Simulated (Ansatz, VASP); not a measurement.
Two plane-wave programs on Hf3H4C2

```
CELL_PARAMETERS angstrom
5.80993 0.00000 0.00000
-2.90496 5.03155 0.00000
0.00000 0.00000 3.20932
ATOMIC_POSITIONS crystal
Hf 0.98751 0.62577 0.50000
Hf 0.37423 0.36174 0.50000
Hf 0.63826 0.01249 0.50000
H 0.79052 0.96445 0.00000
H 0.03555 0.82606 0.00000
H 0.17394 0.20948 0.00000
H 0.33333 0.66667 0.00000
C 0.00000 0.00000 0.50000
C 0.66667 0.33333 0.00000
```

Change from the starting cell: species swapped into the Tm3In4Co2 type (P-6, No. 174).

Alike in both runs: functional PBE; k mesh 6 × 6 × 12; occupations gaussian, width 0.01 eV; no spin polarisation.

Ansatz relaxed the structure, and its values are those at the end. VASP's run is a single point on that final structure, the one shown.

```csv
,VASP,Ansatz
version,VASP 6.6.1,Ansatz 0.2.0
potentials or method,"VASP PAW PBE potentials, release 64 (Hf_pv, H, C), cutoff 520 eV","scalar-relativistic, plane waves, PAW"
valence electrons in the cell,42,90
```

VASP gave:

```
gap on the k mesh at the Fermi level (eV) : none
pressure (GPa)                            : -0.4
rms of the force components (eV/Å)        : 0.011
```

Problem. What did Ansatz give for the same quantities?

Solution. gap on the k mesh at the Fermi level (eV): none; pressure (GPa): 0.0; rms of the force components (eV/Å): 0.003.

A gap of «none» marks a metal or a gap that the smearing closes. VASP's potentials hold 42 valence electrons a cell and Ansatz's 90, so a difference there can come from the potentials and not from the codes.

Neither program's run includes spin-orbit coupling.
